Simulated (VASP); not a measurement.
Here is a VASP 6.6.1 calculation.

Contents of INCAR:

```
SYSTEM = C
PREC = Accurate
ENCUT = 520
EDIFF = 1E-6
ISMEAR = 0
SIGMA = 0.05
LREAL = .False.
LASPH = .True.
NELM = 80
ALGO = Normal
ISIF = 2
LWAVE = .False.
LCHARG = .True.
GGA = PS
LELF = .True.
LVHAR = .True.
NBANDS = 11
```

File KPOINTS:

```
regular mesh
0
Gamma
  12 12 12
  0 0 0
```

The input POSCAR:

```
C
1.0
    0.0000000000      1.8479807985      1.8479807985
    1.8479807985      0.0000000000      1.8479807985
    1.8479807985      1.8479807985      0.0000000000
C
2
Direct
    0.5000000000      0.5000000000      0.5000000000
    0.7500000000      0.7500000000      0.7500000000
```

Potentials or basis: VASP PAW PBE potentials, release 64 (C).

Run with:

```sh
$ cat potpaw_PBE.64/C/POTCAR > POTCAR
$ mpirun -np 1 vasp_std > vasp.out
```

(1) What does it give for the band gap on the k mesh?

(2) What does it give for the pressure?

## Answers

(1) 3.80 eV, indirect (least direct gap 5.25 eV).

(2) -42.0 GPa.

Caveat: the cell differs from its parent crystal (strain +0.040 along x and y, +0.040 along z); the PAW data sets were made with another functional, which shifts forces and pressure a little.
